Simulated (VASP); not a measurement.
# Te (R-3m) in VASP: a series of runs, part 2 of 2

VASP 6.6.1.

## 3. Single point, r2SCAN

This run uses another cell than the first one, of 33.01 Å³/atom, 1.019 times its volume.

POSCAR

```
Te
1.0
    2.3511296351      1.3574253277      1.7241180786
   -2.3511296351      1.3574253277      1.7241180786
    0.0000000000     -2.7148506555      1.7241180786
Te
1
Direct
    0.5000000000      0.5000000000      0.5000000000
```

INCAR.step1

```
SYSTEM = Te
ALGO = Normal
EDIFF = 1E-4
ENCUT = 520
GGA = PE
ISMEAR = -1
LASPH = .True.
LCHARG = .False.
LREAL = .False.
LWAVE = .True.
NBANDS = 9
NELM = 80
PREC = Accurate
SIGMA = 0.05
```

INCAR.step2

```
SYSTEM = Te
ALGO = Normal
EDIFF = 1E-6
ENCUT = 520
ISIF = 2
ISMEAR = -1
ISTART = 1
LASPH = .True.
LCHARG = .False.
LMIXTAU = .True.
LREAL = .False.
LWAVE = .False.
METAGGA = R2SCAN
NBANDS = 9
NELM = 80
PREC = Accurate
SIGMA = 0.05
```

KPOINTS

```
k-points
0
Gamma
  9 9 9
  0 0 0
```

Potentials or basis: VASP PAW PBE potentials, release 64 (Te).

Run with:

```console
cat potpaw_PBE.64/Te/POTCAR > POTCAR
cp INCAR.step1 INCAR
mpirun -np 1 vasp_std > vasp.out
cp INCAR.step2 INCAR
mpirun -np 1 vasp_std > vasp.out
```

OUTCAR:

```text
SYSTEM = Te
   EDIFF = 1E-6
   ENCUT = 520
   ISIF = 2
   ISMEAR = -1
   ISTART = 1
   LASPH = .True.
   LREAL = .False.
   METAGGA = R2SCAN
   NELM = 80
   PREC = Accurate

 ion  position               nearest neighbor table
   1  0.500  0.500  0.500-

  LATTYP: Found a trigonal (rhomboedric) cell.
 ALAT       =     3.2160530515
 COS(alpha) =    -0.0688991668

  Lattice vectors:

 A1 = (   2.3511296351,   1.3574253277,   1.7241180786)
 A2 = (  -2.3511296351,   1.3574253277,   1.7241180786)
 A3 = (   0.0000000000,  -2.7148506555,   1.7241180786)

Analysis of symmetry for initial positions (statically):
=====================================================================
 Subroutine PRICEL returns:
 Original cell was already a primitive cell.

 Routine SETGRP: Setting up the symmetry group for a
 trigonal (rhombohedral) supercell.

 Subroutine GETGRP returns: Found 12 space group operations
 (whereof 12 operations were pure point group operations)
 out of a pool of 12 trial point group operations.

The static configuration has the point symmetry D_3d.

Analysis of symmetry for dynamics (positions and initial velocities):
=====================================================================
 Subroutine PRICEL returns:
 Original cell was already a primitive cell.

 Routine SETGRP: Setting up the symmetry group for a
 trigonal (rhombohedral) supercell.

 Subroutine GETGRP returns: Found 12 space group operations
 (whereof 12 operations were pure point group operations)
 out of a pool of 12 trial point group operations.

The dynamic configuration has the point symmetry D_3d.

 Subroutine INISYM returns: Found 12 space group operations
 (whereof 12 operations are pure point group operations),
 and found     1 'primitive' translations

----------------------------------------------------------------------------------------

                                     Primitive cell

  volume of cell :      33.0150

  direct lattice vectors                    reciprocal lattice vectors
     2.351129635  1.357425328  1.724118079     0.212663731  0.122781462  0.193335559
    -2.351129635  1.357425328  1.724118079    -0.212663731  0.122781462  0.193335559
     0.000000000 -2.714850655  1.724118079     0.000000000 -0.245562925  0.193335559

  length of vectors
     3.216053052  3.216053052  3.216053052     0.312537659  0.312537659  0.312537659

  position of ions in fractional coordinates (direct lattice)
     0.500000000  0.500000000  0.500000000

  ion indices of the primitive-cell ions
   primitive index   ion index
                 1           1

----------------------------------------------------------------------------------------

 KPOINTS: k-points

Automatic generation of k-mesh.
 Grid dimensions read from file:
 generate k-points for:    9    9    9

 Generating k-lattice:

  Cartesian coordinates                     Fractional coordinates (reciprocal lattice)
     0.023629303  0.013642385  0.021481729     0.111111111  0.000000000 -0.000000000
    -0.023629303  0.013642385  0.021481729     0.000000000  0.111111111 -0.000000000
     0.000000000 -0.027284769  0.021481729    -0.000000000 -0.000000000  0.111111111

  Length of vectors
     0.034726407  0.034726407  0.034726407

  Shift w.r.t. Gamma in fractional coordinates (k-lattice)
     0.000000000  0.000000000  0.000000000

 Subroutine IBZKPT returns following result:
 ===========================================

 Found     85 irreducible k-points:

 Following reciprocal coordinates:
            Coordinates               Weight
  0.000000  0.000000  0.000000      1.000000
  0.111111 -0.000000  0.000000      6.000000
  0.222222 -0.000000  0.000000      6.000000
  0.333333 -0.000000 -0.000000      6.000000
  0.444444 -0.000000  0.000000      6.000000
  0.111111  0.111111  0.000000      6.000000
[... 16 lines left out ...]
 -0.333333  0.333333  0.000000      6.000000
  0.444444  0.444444  0.000000      6.000000
 [... further k-points ...]
   k-points           NKPTS =     85   k-points in BZ     NKDIM =     85   number of bands    NBANDS=      9
   number of dos      NEDOS =    301   number of ions     NIONS =      1
   total plane-waves  NPLWV =  13824
   dimension x,y,z NGX =    24 NGY =   24 NGZ =   24
   dimension x,y,z NGXF=    48 NGYF=   48 NGZF=   48
   ions per type =               1
   NGX,Y,Z   is equivalent  to a cutoff of  12.41, 12.41, 12.41 a.u.
   NGXF,Y,Z  is equivalent  to a cutoff of  24.81, 24.81, 24.81 a.u.
 SYSTEM =  Te
   PREC   = accura    normal or accurate (medium, high low for compatibility)
   ISTART =      1    job   : 0-new  1-cont  2-samecut
   ICHARG =      0    charge: 1-file 2-atom 10-const
   ISPIN  =      1    spin polarized calculation?
   LNONCOLLINEAR =      F non collinear calculations
   LSORBIT =      F    spin-orbit coupling
   LASPH  =      T    aspherical Exc in radial PAW
   ENCUT  =  520.0 eV  38.22 Ry    6.18 a.u.   5.98  5.98  5.98*2*pi/ulx,y,z
   NELM   =     80;   NELMIN=  2; NELMDL=  0     # of ELM steps
   EDIFF  = 0.1E-05   stopping-criterion for ELM
   LREAL  =      F    real-space projection
   EDIFFG = 0.1E-04   stopping-criterion for IOM
   NSW    =      0    number of steps for IOM
   IBRION =     -1    ionic relax: 0-MD 1-quasi-New 2-CG
   NFREE  =      0    steps in history (QN), initial steepest desc. (CG)
   ISIF   =      2    stress and relaxation
   ISYM   =      2    0-nonsym 1-usesym 2-fastsym
   POTIM  = 0.5000    time-step for ionic-motion
   TEBEG  =    0.0;   TEEND  =   0.0 temperature during run
   PSTRESS=    0.0 pullay stress
   NELECT =       6.0000    total number of electrons
   NUPDOWN=      -1.0000    fix difference up-down
   EMIN   =  10.00;   EMAX   =-10.00  energy-range for DOS
   EFERMI =   0.00;   METHOD = LEGACY
   ISMEAR =    -1;   SIGMA  =   0.05  broadening in eV -4-tet -1-fermi 0-gaus
   EFERMI_NEDOS =   21; number of points for ismear=-14 and -15
   IALGO  =     38    algorithm
   IMIX   =      4    mixing-type and parameters
     AMIX     =   0.40;   BMIX     =  1.00
     AMIX_MAG =   1.60;   BMIX_MAG =  1.00
  volume/ion in A,a.u.               =      33.01       222.80
  Fermi-wavevector in a.u.,A,eV,Ry     =   0.927303  1.752349 11.699525  0.859891
  Thomas-Fermi vector in A             =   2.053358
   LORBIT       =      0    0 simple, 1 ext, 2 COOP (PROOUT), +10 PAW based schemes
   METAGGA = R2SCAN    functional components
   LHFCALC =     F    Hartree Fock is set to
   AEXX    =    0.0000 exact exchange contribution
   IVDW    =     0    specifies the selected vdW correction
   LEPSILON=     F    determine dielectric tensor
   LRPA    =     F    only Hartree local field effects (RPA)
 non-spin polarized calculation
  energy-cutoff  :      520.00
  volume of cell :       33.01
 maximum number of plane-waves:       912
   NGX = 11   NGY = 11   NGZ = 11

 number of electron       6.0000001 magnetization

 Free energy of the ion-electron system (eV)
  ---------------------------------------------------
  ext. energy  EPLUGINS =         0.00000000
  ---------------------------------------------------
  free energy    TOTEN  =       -25.33071145 eV

  energy without entropy =      -25.32567399  energy(sigma->0) =      -25.32819272

 E-fermi :   6.2154     XC(G=0):  -9.7111

 val. band max:        6.1836838025   @ k =  -0.3333  -0.3333   0.2222
 cond. band min:       6.2488611543   @ k =   0.2222   0.1111   0.1111
 fundamental gap:      0.0651773518
 Fermi energy:         6.2154168747

 k-point     1 :       0.0000    0.0000    0.0000
  band No.  band energies     occupation
      1      -7.9186      2.00000
      2       7.1209      0.00000
      3       7.6460      0.00000
      4       7.6460      0.00000
      5      12.6634      0.00000
      6      12.6634      0.00000
      7      13.4196      0.00000
      8      23.7105      0.00000
      9      23.7132      0.00000

 k-point     2 :       0.1111   -0.0000    0.0000
  band No.  band energies     occupation
      1      -7.7674      2.00000
      2       5.9623      1.98742
      3       7.4482      0.00000
      4       7.7694      0.00000
      5      12.8051      0.00000
      6      13.2738      0.00000
      7      14.7533      0.00000
      8      21.4406      0.00000
      9      21.6190      0.00000
[... 253 lines left out ...]
 k-point    24 :       0.4444    0.4444    0.0000
  band No.  band energies     occupation
      1      -4.4355      2.00000
      2       1.3891      2.00000
      3       2.0300      2.00000
      4       9.1708      0.00000
      5       9.9301      0.00000
      6      16.7974      0.00000
      7      18.8649      0.00000
      8      19.4551      0.00000
      9      19.6470      0.00000

 [... further k-points ...]
[... 5 lines left out ...]
  --------------------------------------------------------------------------------------
  -------------------------------------------------------------------------------------
  Total       -0.2910505     -0.2910505     -0.1215330      0.0000000      0.0000000     -0.0000000
  in kB      -14.1243407    -14.1243407     -5.8978548      0.0000000      0.0000000     -0.0000000
  external PRESSURE =     -11.3821788 kB  Pullay stress =       0.0000000 kB

 VOLUME and BASIS-vectors are now :
 -----------------------------------------------------------------------------
  energy-cutoff  :      520.00
  volume of cell :       33.01
      direct lattice vectors                 reciprocal lattice vectors
     2.351129635  1.357425328  1.724118079     0.212663731  0.122781462  0.193335559
    -2.351129635  1.357425328  1.724118079    -0.212663731  0.122781462  0.193335559
     0.000000000 -2.714850655  1.724118079     0.000000000 -0.245562925  0.193335559

 POSITION                                       TOTAL-FORCE (eV/Angst)
 -----------------------------------------------------------------------------------
      0.00000     -0.00000      2.58618         0.000000      0.000000     -0.000000
 -----------------------------------------------------------------------------------
    total drift:                                0.000000      0.000000     -0.000000

  FREE ENERGIE OF THE ION-ELECTRON SYSTEM (eV)
  ---------------------------------------------------
  free  energy   TOTEN  =       -25.3307114516 eV

  energy  without entropy=      -25.3256739905  energy(sigma->0) =      -25.32819272
```

OUTCAR.step1:

```text
SYSTEM = Te
   EDIFF = 1E-4
   ENCUT = 520
   GGA = PE
   ISMEAR = -1
   LASPH = .True.
   LREAL = .False.
[... 504 lines left out ...]
 -----------------------------------------------------------------------------------
      0.00000     -0.00000      2.58618         0.000000     -0.000000     -0.000000
 -----------------------------------------------------------------------------------
    total drift:                                0.000000      0.000000     -0.000000

  FREE ENERGIE OF THE ION-ELECTRON SYSTEM (eV)
  ---------------------------------------------------
  free  energy   TOTEN  =        -3.0991214552 eV

  energy  without entropy=       -3.0937311247  energy(sigma->0) =       -3.09642629
```

OSZICAR.step1:

```text
N       E                     dE             d eps       ncg     rms          rms(c)
DAV:   1     0.176550097533E+02    0.17655E+02   -0.24551E+03  1530   0.526E+02
DAV:   2    -0.250493220655E+01   -0.20160E+02   -0.19232E+02  2024   0.720E+01
DAV:   3    -0.308963355360E+01   -0.58470E+00   -0.57090E+00  1896   0.150E+01
DAV:   4    -0.309413757444E+01   -0.45040E-02   -0.45037E-02  2073   0.151E+00
DAV:   5    -0.309418998919E+01   -0.52415E-04   -0.52414E-04  1967   0.134E-01    0.710E+00
DAV:   6    -0.309697684641E+01   -0.27869E-02   -0.11910E-03  1843   0.213E-01    0.436E+00
DAV:   7    -0.309909492972E+01   -0.21181E-02   -0.27299E-03  1681   0.322E-01    0.108E-01
DAV:   8    -0.309912145524E+01   -0.26526E-04   -0.78957E-05  1746   0.542E-02
   1 F= -.30991215E+01 E0= -.30964263E+01  d E =-.539033E-02
```

Wall time 39 s (1 thread of Intel Xeon Platinum 8488C (Sapphire Rapids), shared host); peak memory 0.16 GiB.

Results:

| Property | Result |
| --- | --- |
| Free energy | -25.3307 eV |
| Pressure | -1.1 GPa |
| Band gap on the k mesh | zero (band 3 reaches 8.53 eV, above the bottom of band 4 at 3.66 eV) |

Stress tensor (GPa, compression positive):
```
-1.41  0.00  0.00
 0.00 -1.41  0.00
 0.00  0.00 -0.59
```

Caveat: the PAW data sets were made with another functional, which shifts forces and pressure a little; spin-orbit coupling is left out, which moves the levels of the heavy elements.

## 4. Single point, LDA

This run uses another cell than the first one, of 31.15 Å³/atom, 0.962 times its volume.

INCAR

```
SYSTEM = Te
ALGO     = Normal         ! electronic algorithm
EDIFF    = 1E-7           ! SCF threshold, eV
ENCUT    = 520            ! plane-wave cutoff, eV
ISIF     = 2              ! what is computed and relaxed
ISMEAR   = -1             ! smearing method
LASPH    = .True.         ! aspherical terms in the spheres
LCHARG   = .False.        ! write CHGCAR
LREAL    = .False.        ! projectors in reciprocal space
LWAVE    = .False.        ! write WAVECAR
NBANDS   = 9              ! bands
NELM     = 60             ! most SCF steps
PREC     = Accurate       ! precision mode
SIGMA    = 0.05           ! smearing width, eV
```

KPOINTS is that of step 3.

POSCAR

```
Te
1.0
    2.3059043427      1.3313144930      1.6909537039
   -2.3059043427      1.3313144930      1.6909537039
    0.0000000000     -2.6626289860      1.6909537039
Te
1
Direct
    0.5000000000      0.5000000000      0.5000000000
```

Potentials or basis: VASP PAW LDA potentials, release 64 (Te).

Run with:

```console
cat potpaw_LDA.64/Te/POTCAR > POTCAR
mpirun -np 1 vasp_std > vasp.out
```

Run time: 25 s. Hardware: 1 thread of Intel Xeon 6975P-C, shared host; peak memory 0.11 GiB.

Results (log left out):

- Free energy: -3.7843 eV
- Pressure: -1.0 GPa
- Band gap on the k mesh: zero (band 3 reaches 9.33 eV, above the bottom of band 4 at 4.47 eV)

Stress tensor (GPa, compression positive):
```
-1.14  0.00  0.00
 0.00 -1.14  0.00
 0.00  0.00 -0.77
```

Levels at points of the mesh, in eV from the Fermi level:
```csv
k point,band 1,band 2,band 3,band 4,band 5,band 6,band 7
"(0.00, 0.00, 0.00)",-13.98,0.96,1.42,1.42,6.09,6.09,6.57
```

Caveat: spin-orbit coupling is left out, which moves the levels of the heavy elements.

## 5. Single point, PBEsol

This run uses another cell than the first one, of 23.02 Å³/atom, 0.711 times its volume.

INCAR

```
PREC = Accurate ; ENCUT = 520
EDIFF = 1E-6 ; ISMEAR = -1
SIGMA = 0.05 ; LREAL = F
LASPH = T ; NELM = 100
ALGO = Normal ; ISIF = 2
LWAVE = F ; LCHARG = F
GGA = PS ; NBANDS = 9
```

KPOINTS

```
regular mesh
0
Gamma
  9 9 9
```

POSCAR

```
Te
1.0
    2.3306631179      1.3456089785      1.2233314863
   -2.3306631179      1.3456089785      1.2233314863
    0.0000000000     -2.6912179570      1.2233314863
Te
1
Direct
    0.5000000000      0.5000000000      0.5000000000
```

Potentials or basis: VASP PAW PBE potentials, release 64 (Te).

Run with:

```console
cat potpaw_PBE.64/Te/POTCAR > POTCAR
mpirun -np 1 vasp_std > vasp.out
```

It took 21 s on 1 thread of AMD EPYC 7R13, shared host; peak memory 0.12 GiB.

It converged, with:

- Free energy: -3.1381 eV
- Pressure: 20.2 GPa
- Band gap on the k mesh: zero (band 3 reaches 15.00 eV, above the bottom of band 4 at 7.43 eV)

Stress tensor (GPa, compression positive):
```
20.23  0.00  0.00
 0.00 20.23  0.00
 0.00  0.00 20.05
```

Levels at points of the mesh, in eV from the Fermi level:
| k point | band 1 | band 2 | band 3 | band 4 | band 5 | band 6 |
| --- | --- | --- | --- | --- | --- | --- |
| (0.00, 0.00, 0.00) | -16.06 | 2.24 | 3.97 | 3.97 | 8.04 | 8.04 |

Caveat: the PAW data sets were made with another functional, which shifts forces and pressure a little; spin-orbit coupling is left out, which moves the levels of the heavy elements.

## 6. The runs side by side

```tsv
level	potentials or basis	cell	gap on the mesh (eV)	pressure (GPa)
r2SCAN	VASP PAW PBE potentials, release 64 (Te)	a = 3.196 Å, angles 94.0°, 1 atom	none	-0.2
r2SCAN	VASP PAW PBE potentials, release 64 (Te)	a = 3.216 Å, angles 94.0°, 1 atom	none	-1.1
LDA	VASP PAW LDA potentials, release 64 (Te)	a = 3.154 Å, angles 94.0°, 1 atom	none	-1.0
PBEsol	VASP PAW PBE potentials, release 64 (Te)	a = 2.956 Å, angles 104.1°, 1 atom	none	20.2
```

Alike in all rows: task single point; no spin polarisation; k mesh 9 × 9 × 9; cutoff (eV) 520; smearing fermi-dirac 0.05 eV.

Caveats: spin-orbit coupling is left out, which moves the levels of the heavy elements; the PAW data sets were made with another functional, which shifts forces and pressure a little (some runs).

Absolute energies hang on the potentials; compare differences alone.
